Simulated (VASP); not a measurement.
Crystal: CdSe.

```
Cd Se
1.0
     0.00000    2.86898    2.86898
     2.86898    0.00000    2.86898
     2.86898    2.86898    0.00000
Cd Se
1 1
Direct
  0.00000 0.00000 0.00000
  0.50000 0.50000 0.50000
```

| Item | Value |
| --- | --- |
| Program | VASP 6.6.1 |
| Task | relaxation of cell and atoms |
| Functional | PBEsol |
| Potentials or basis | VASP PAW PBE potentials, release 64 (Cd, Se) |
| Cutoff | 600 eV |
| k mesh | 8 × 8 × 8 |
| Occupations | fermi-dirac, width 0.02 eV |
| Spin | no spin polarisation |

At the start: pressure -3.3 GPa; volume 23.61 Å³/atom.

Problem. Where does the relaxation end?

Solution. Over 3 steps the energy falls by 13.1 meV/atom and the volume is 22.40 Å³/atom (-5.1 %); space group Fm-3m (No. 225, to 0.1 Å) before and after.

The path:
| step | energy change (eV) | largest force (eV/Å) | pressure (GPa) | volume (Å³) |
| --- | --- | --- | --- | --- |
| 1 | 0.0000 | 0.0000 | -3.27 | 47.23 |
| 2 | -0.0228 | 0.0000 | 1.35 | 44.01 |
| 3 | -0.0261 | 0.0000 | 0.00 | 44.81 |

Final structure:
```xyz
2
Lattice="0.0000 2.8191 2.8191 2.8191 0.0000 2.8191 2.8191 2.8191 0.0000" Properties=species:S:1:pos:R:3 pbc="T T T"
Cd    0.0000    0.0000    0.0000
Se    2.8191    2.8191    2.8191
```

Caveat: the PAW data sets were made with another functional, which shifts forces and pressure a little.
